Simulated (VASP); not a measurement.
The system is Ta2N.

```xyz
3
Lattice="3.1129 0.0000 0.0000 -1.5564 2.6958 0.0000 0.0000 0.0000 4.8698" Properties=species:S:1:pos:R:3 pbc="T T T"
Ta    1.5564    0.8986    3.6294
Ta    0.0000    1.7972    1.2404
N     0.0000    0.0000    0.0000
```

Program: VASP 6.6.1. Alike in all runs: task single point; level PBE; potentials or basis VASP PAW PBE potentials, release 64 (Ta_pv, N); no spin polarisation; cell as given; cutoff (eV) 600. Hardware: 1 thread of AMD EPYC 7R43 64-Core Processor (Zen 3) (shared host).

**Question.** Order these runs on this cell by their wall time, lowest first.
A. k mesh 5 × 6 × 1; smearing gaussian 0.1 eV
B. k mesh 3 × 3 × 2, shifted; smearing fermi-dirac 0.012 eV
C. k mesh 2 × 2 × 1; smearing gaussian 0.1 eV

**Answer.** C (11 s), A (25 s), B (53 s).

Caveats: all runs use coarse meshes.
